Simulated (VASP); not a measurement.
A run of VASP 6.6.1 is set up as follows.

The input INCAR:

```
SYSTEM = PbS
PREC = Accurate ; ENCUT = 500
EDIFF = 1E-6 ; ISMEAR = -1
SIGMA = 0.02 ; LREAL = .False.
LASPH = .True. ; NELM = 120
ALGO = Normal ; ISIF = 2
LWAVE = .False. ; LCHARG = .False.
GGA = PE ; IVDW = 13
NBANDS = 17 ; GGA_COMPAT = .False.
```

KPOINTS

```
regular mesh
0
Gamma
  6 6 6
  0 0 0
```

Contents of POSCAR:

```
PbS
1.0
    0.0000000000      2.9671236703      2.9671236703
    2.9671236703      0.0000000000      2.9671236703
    2.9671236703      2.9671236703      0.0000000000
Pb S
1 1
Direct
    0.0000000000      0.0000000000      0.0000000000
    0.5000000000      0.5000000000      0.5000000000
```

Potentials or basis: VASP PAW PBE potentials, release 64 (Pb_d, S).

The run is started by

```sh
$ cat potpaw_PBE.64/Pb_d/POTCAR potpaw_PBE.64/S/POTCAR > POTCAR
$ mpirun -np 1 vasp_std > vasp.out
```

Q: Predict the dispersion energy per atom.

A: -0.378 eV.

Q: What does it give for the pressure?

A: 0.0 GPa.

Q: What does it give for the band gap on the k mesh?

A: 0.37 eV, direct.

Caveat: spin-orbit coupling is left out, which moves the levels of the heavy elements. A k mesh can miss the band edges.
